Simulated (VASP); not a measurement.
# AlRu (P4/mmm) in VASP: a series of runs

The runs below take AlRu through single point, with PBE.

Everything below comes from runs of VASP 6.6.1. Logs are shortened: lines on timing, memory, paths and dates and some standing lists are left out, and cuts for length are marked.

## (1) The cell of the first run

It takes space group P4/mmm (No. 123, tetragonal). The conventional cell has a = 2.992 Å, b = 2.992 Å, c = 2.947 Å, α = 90.00°, β = 90.00°, γ = 90.00°. Al (site symmetry 4/mmm) has 8 Ru at 2.58 Å and 6 Al at 2.95 to 2.99 Å within 3.4 Å. Within 3.4 Å of Ru (site symmetry 4/mmm) lie 8 Al at 2.58 Å and 6 Ru at 2.95 to 2.99 Å.

## (2) Single point, PBE (strain -0.0150 x Voigt [1, 0, 0, 0, 0, 0])

INCAR

```
ALGO = Fast ; EDIFF = 1E-6
ENCUT = 520 ; GGA = PE
ISIF = 2 ; ISMEAR = 0
LASPH = T ; LCHARG = F
LREAL = F ; LWAVE = F
NBANDS = 16 ; NELM = 100
PREC = Accurate ; SIGMA = 0.15
```

KPOINTS

```
k-points
0
Gamma
  16 16 16
```

POSCAR

```
AlRu
1.0
    2.9467260000      0.0000000000      0.0000000000
    0.0000000000      2.9916000000      0.0000000000
    0.0000000000      0.0000000000      2.9916000000
Al Ru
1 1
Direct
    0.0000000000      0.0000000000      0.0000000000
    0.5000000000      0.5000000000      0.5000000000
```

Potentials or basis: VASP PAW PBE potentials, release 64 (Al, Ru_pv).

Launch:

```console
$ cat potpaw_PBE.64/Al/POTCAR potpaw_PBE.64/Ru_pv/POTCAR > POTCAR
$ mpirun -np 1 vasp_std > vasp.out
```

OUTCAR:

```text
EDIFF = 1E-6
   ENCUT = 520
   GGA = PE
   ISIF = 2
   ISMEAR = 0
   LASPH = T
   LREAL = F
   NELM = 100
   PREC = Accurate

 ion  position               nearest neighbor table
   1  0.000  0.000  0.000-   2 2.58   2 2.58   2 2.58   2 2.58   2 2.58   2 2.58   2 2.58   2 2.58

   2  0.500  0.500  0.500-   1 2.58   1 2.58   1 2.58   1 2.58   1 2.58   1 2.58   1 2.58   1 2.58

  LATTYP: Found a simple tetragonal cell.
 ALAT       =     2.9916000000
 C/A-ratio  =     0.9850000000

  Lattice vectors:

 A1 = (   0.0000000000,   2.9916000000,   0.0000000000)
 A2 = (   0.0000000000,   0.0000000000,   2.9916000000)
 A3 = (   2.9467260000,   0.0000000000,   0.0000000000)

Analysis of symmetry for initial positions (statically):
=====================================================================
 Subroutine PRICEL returns:
 Original cell was already a primitive cell.

 Routine SETGRP: Setting up the symmetry group for a
 simple tetragonal supercell.

 Subroutine GETGRP returns: Found 16 space group operations
 (whereof 16 operations were pure point group operations)
 out of a pool of 16 trial point group operations.

The static configuration has the point symmetry D_4h.

Analysis of symmetry for dynamics (positions and initial velocities):
=====================================================================
 Subroutine PRICEL returns:
 Original cell was already a primitive cell.

 Routine SETGRP: Setting up the symmetry group for a
 simple tetragonal supercell.

 Subroutine GETGRP returns: Found 16 space group operations
 (whereof 16 operations were pure point group operations)
 out of a pool of 16 trial point group operations.

The dynamic configuration has the point symmetry D_4h.

 Subroutine INISYM returns: Found 16 space group operations
 (whereof 16 operations are pure point group operations),
 and found     1 'primitive' translations

----------------------------------------------------------------------------------------

                                     Primitive cell

  volume of cell :      26.3722

  direct lattice vectors                    reciprocal lattice vectors
     2.946726000  0.000000000  0.000000000     0.339359683  0.000000000  0.000000000
     0.000000000  2.991600000  0.000000000     0.000000000  0.334269287  0.000000000
     0.000000000  0.000000000  2.991600000     0.000000000  0.000000000  0.334269287

  length of vectors
     2.946726000  2.991600000  2.991600000     0.339359683  0.334269287  0.334269287

  position of ions in fractional coordinates (direct lattice)
     0.000000000  0.000000000  0.000000000
     0.500000000  0.500000000  0.500000000

  ion indices of the primitive-cell ions
   primitive index   ion index
                 1           1
                 2           2

----------------------------------------------------------------------------------------

 KPOINTS: k-points

Automatic generation of k-mesh.
 Grid dimensions read from file:
 generate k-points for:   16   16   16

 Generating k-lattice:

  Cartesian coordinates                     Fractional coordinates (reciprocal lattice)
     0.021209980  0.000000000  0.000000000     0.062500000  0.000000000  0.000000000
     0.000000000  0.020891830  0.000000000     0.000000000  0.062500000  0.000000000
     0.000000000  0.000000000  0.020891830     0.000000000  0.000000000  0.062500000

  Length of vectors
     0.021209980  0.020891830  0.020891830

  Shift w.r.t. Gamma in fractional coordinates (k-lattice)
     0.000000000  0.000000000  0.000000000

 Subroutine IBZKPT returns following result:
 ===========================================

 Found    405 irreducible k-points:

 Following reciprocal coordinates:
            Coordinates               Weight
  0.000000  0.000000  0.000000      1.000000
  0.062500  0.000000  0.000000      2.000000
  0.125000  0.000000  0.000000      2.000000
  0.187500  0.000000  0.000000      2.000000
  0.250000  0.000000  0.000000      2.000000
  0.312500  0.000000  0.000000      2.000000
[... 16 lines left out ...]
  0.250000  0.125000  0.000000      8.000000
  0.312500  0.125000  0.000000      8.000000
 [... further k-points ...]
   k-points           NKPTS =    405   k-points in BZ     NKDIM =    405   number of bands    NBANDS=     16
   number of dos      NEDOS =    301   number of ions     NIONS =      2
   total plane-waves  NPLWV =  13824
   dimension x,y,z NGX =    24 NGY =   24 NGZ =   24
   dimension x,y,z NGXF=    48 NGYF=   48 NGZF=   48
   ions per type =               1   1
   NGX,Y,Z   is equivalent  to a cutoff of  13.54, 13.34, 13.34 a.u.
   NGXF,Y,Z  is equivalent  to a cutoff of  27.08, 26.67, 26.67 a.u.
 SYSTEM =  unknown system
   PREC   = accura    normal or accurate (medium, high low for compatibility)
   ISTART =      0    job   : 0-new  1-cont  2-samecut
   ICHARG =      2    charge: 1-file 2-atom 10-const
   ISPIN  =      1    spin polarized calculation?
   LNONCOLLINEAR =      F non collinear calculations
   LSORBIT =      F    spin-orbit coupling
   LASPH  =      T    aspherical Exc in radial PAW
   ENCUT  =  520.0 eV  38.22 Ry    6.18 a.u.   5.48  5.56  5.56*2*pi/ulx,y,z
   NELM   =    100;   NELMIN=  2; NELMDL= -5     # of ELM steps
   EDIFF  = 0.1E-05   stopping-criterion for ELM
   LREAL  =      F    real-space projection
[... 7 lines left out ...]
   TEBEG  =    0.0;   TEEND  =   0.0 temperature during run
   PSTRESS=    0.0 pullay stress
   NELECT =      17.0000    total number of electrons
   NUPDOWN=      -1.0000    fix difference up-down
   EMIN   =  10.00;   EMAX   =-10.00  energy-range for DOS
   EFERMI =   0.00;   METHOD = LEGACY
   ISMEAR =     0;   SIGMA  =   0.15  broadening in eV -4-tet -1-fermi 0-gaus
   EFERMI_NEDOS =   21; number of points for ismear=-14 and -15
   IALGO  =     68    algorithm
   IMIX   =      4    mixing-type and parameters
     AMIX     =   0.40;   BMIX     =  1.00
     AMIX_MAG =   1.60;   BMIX_MAG =  1.00
  volume/ion in A,a.u.               =      13.19        88.98
  Fermi-wavevector in a.u.,A,eV,Ry     =   1.414194  2.672438 27.210884  1.999944
  Thomas-Fermi vector in A             =   2.535761
   LORBIT       =      0    0 simple, 1 ext, 2 COOP (PROOUT), +10 PAW based schemes
   GGA     = PE    functional components
   LHFCALC =     F    Hartree Fock is set to
   AEXX    =    0.0000 exact exchange contribution
   IVDW    =     0    specifies the selected vdW correction
   LEPSILON=     F    determine dielectric tensor
   LRPA    =     F    only Hartree local field effects (RPA)
 non-spin polarized calculation
 RMM-DIIS sequential band-by-band and
 Gauss-broadening in eV      SIGMA  =   0.15
  energy-cutoff  :      520.00
  volume of cell :       26.37
 maximum number of plane-waves:       739
 NGX is ok and might be reduce to    24
   NGX = 11   NGY = 11   NGZ = 11

 number of electron      16.9999997 magnetization

 Free energy of the ion-electron system (eV)
  ---------------------------------------------------
  ext. energy  EPLUGINS =         0.00000000
  ---------------------------------------------------
  free energy    TOTEN  =       -14.25136880 eV

  energy without entropy =      -14.23276931  energy(sigma->0) =      -14.24206906

 E-fermi :  10.9493     XC(G=0): -12.6436

 val. band max:       10.9424457245   @ k =   0.3125   0.1250   0.0000
 cond. band min:      10.9515953381   @ k =   0.0625   0.0625   0.0000
 fundamental gap:      0.0091496136
 Fermi energy:        10.9493128838

 k-point     1 :       0.0000    0.0000    0.0000
  band No.  band energies     occupation
      1     -30.8436      2.00000
      2     -30.8436      2.00000
      3     -30.8247      2.00000
      4       1.1682      2.00000
      5       7.2799      2.00000
      6       7.2852      2.00000
[... 8 lines left out ...]
     15      23.0566      0.00000
     16      26.3395      0.00000

 k-point     2 :       0.0625    0.0000    0.0000
  band No.  band energies     occupation
      1     -30.8428      2.00000
      2     -30.8428      2.00000
      3     -30.8341      2.00000
      4       1.2457      2.00000
      5       7.3083      2.00000
      6       7.3180      2.00000
[... 8 lines left out ...]
     15      23.0569      0.00000
     16      26.6033      0.00000

 k-point     3 :       0.1250    0.0000    0.0000
  band No.  band energies     occupation
      1     -30.8609      2.00000
      2     -30.8405      2.00000
      3     -30.8405      2.00000
      4       1.4756      2.00000
      5       7.3907      2.00000
      6       7.3993      2.00000
[... 8 lines left out ...]
     15      23.0591      0.00000
     16      27.4160      0.00000

 k-point     4 :       0.1875    0.0000    0.0000
  band No.  band energies     occupation
      1     -30.9007      2.00000
      2     -30.8370      2.00000
      3     -30.8370      2.00000
      4       1.8492      2.00000
      5       7.4759      2.00000
      6       7.5187      2.00000
[... 8 lines left out ...]
     15      23.4114      0.00000
     16      28.6979      0.00000
[... 324 lines left out ...]
 k-point    22 :       0.1875    0.1250    0.0000
  band No.  band energies     occupation
      1     -30.8978      2.00000
      2     -30.8678      2.00000
      3     -30.8344      2.00000
      4       2.1312      2.00000
      5       7.5593      2.00000
      6       7.6494      2.00000
[... 8 lines left out ...]
     15      24.1608      0.00000
     16      27.6607      0.00000

 k-point    23 :       0.2500    0.1250    0.0000
  band No.  band energies     occupation
      1     -30.9443      2.00000
      2     -30.8635      2.00000
      3     -30.8303      2.00000
      4       2.6202      2.00000
      5       7.5446      2.00000
      6       7.7994      2.00000
[... 8 lines left out ...]
     15      24.7969      0.00000
     16      26.4977      0.00000

 k-point    24 :       0.3125    0.1250    0.0000
  band No.  band energies     occupation
      1     -30.9905      2.00000
      2     -30.8591      2.00000
      3     -30.8262      2.00000
      4       3.2166      2.00000
      5       7.2964      2.00000
      6       7.9687      2.00000
[... 8 lines left out ...]
     15      25.2064      0.00000
     16      25.4141      0.00000

 [... further k-points ...]

------------------------ aborting loop because EDIFF is reached ----------------------------------------

  FORCE on cell =-STRESS in cart. coord.  units (eV):
  Direction    XX          YY          ZZ          XY          YZ          ZX
  --------------------------------------------------------------------------------------
  -------------------------------------------------------------------------------------
  Total        1.2927942      0.8356953      0.8356953     -0.0000000      0.0000000      0.0000000
  in kB       78.5404133     50.7705340     50.7705340     -0.0000000      0.0000000      0.0000000
  external PRESSURE =      60.0271604 kB  Pullay stress =       0.0000000 kB

 VOLUME and BASIS-vectors are now :
 -----------------------------------------------------------------------------
  energy-cutoff  :      520.00
  volume of cell :       26.37
      direct lattice vectors                 reciprocal lattice vectors
     2.946726000  0.000000000  0.000000000     0.339359683  0.000000000  0.000000000
     0.000000000  2.991600000  0.000000000     0.000000000  0.334269287  0.000000000
     0.000000000  0.000000000  2.991600000     0.000000000  0.000000000  0.334269287

 POSITION                                       TOTAL-FORCE (eV/Angst)
 -----------------------------------------------------------------------------------
      0.00000      0.00000      0.00000         0.000000      0.000000      0.000000
      1.47336      1.49580      1.49580         0.000000      0.000000      0.000000
 -----------------------------------------------------------------------------------
    total drift:                                0.000000     -0.000000     -0.000000

  FREE ENERGIE OF THE ION-ELECTRON SYSTEM (eV)
  ---------------------------------------------------
  free  energy   TOTEN  =       -14.2513688022 eV

  energy  without entropy=      -14.2327693147  energy(sigma->0) =      -14.24206906
```

It took 2 min on 1 thread of Intel Xeon 8259CL, shared host; peak memory 0.28 GiB.

What came out:

```yaml
Free_energy: -14.2514 eV
Pressure: 6.0 GPa
Band_gap_on_the_k_mesh: zero (an odd number of electrons rules out a gap without spin polarisation)
```

Caveat: the cell differs from its parent crystal (strain -0.0150 x Voigt [1, 0, 0, 0, 0, 0]); the cell stands under pressure.

## (3) Single point, PBE (strain +0.0150 x Voigt [1, 0, 0, 0, 0, 0])

INCAR

```
ALGO = Fast ; EDIFF = 1E-6
ENCUT = 520 ; GGA = PE
ISIF = 2 ; ISMEAR = 0
LASPH = True ; LCHARG = False
LREAL = False ; LWAVE = False
NBANDS = 16 ; NELM = 100
PREC = Accurate ; SIGMA = 0.15
```

KPOINTS is that of step 2.

POSCAR: that of step 2 with these lines changed.

```diff
@@ -2,3 +2,3 @@
 1.0
-    2.9467260000      0.0000000000      0.0000000000
+    3.0364740000      0.0000000000      0.0000000000
     0.0000000000      2.9916000000      0.0000000000
```

Potentials or basis: VASP PAW PBE potentials, release 64 (Al, Ru_pv).

Launch:

```console
$ cat potpaw_PBE.64/Al/POTCAR potpaw_PBE.64/Ru_pv/POTCAR > POTCAR
$ mpirun -np 1 vasp_std > vasp.out
```

It took 1.9 min on 1 thread of Intel Xeon 8259CL, shared host; peak memory 0.28 GiB.

Results (log left out):

| Item | Value |
| --- | --- |
| Free energy | -14.2651 eV |
| Pressure | -0.5 GPa |
| Band gap on the k mesh | zero (an odd number of electrons rules out a gap without spin polarisation) |

Stress tensor (GPa, compression positive):
```
-2.11  0.00  0.00
 0.00  0.33  0.00
 0.00  0.00  0.33
```

Levels at points of the mesh, in eV from the Fermi level:
```csv
k point,band 7,band 8,band 9,band 10,band 11,band 12
"(0.00, 0.00, 0.00)",0.13,0.13,0.22,5.69,6.14,6.14
"(0.50, 0.00, 0.00)",-1.52,-1.52,0.45,2.06,7.45,11.06
"(0.00, 0.50, 0.00)",-1.70,-1.53,0.39,2.30,7.43,10.68
"(0.50, 0.50, 0.00)",-1.35,-1.13,-1.09,1.45,5.14,6.04
"(0.00, 0.50, 0.50)",-1.32,-1.24,-1.24,1.55,5.33,6.13
"(0.50, 0.50, 0.50)",1.52,1.63,2.47,4.03,4.12,4.12
```

Caveat: the cell differs from its parent crystal (strain +0.0150 x Voigt [1, 0, 0, 0, 0, 0]).
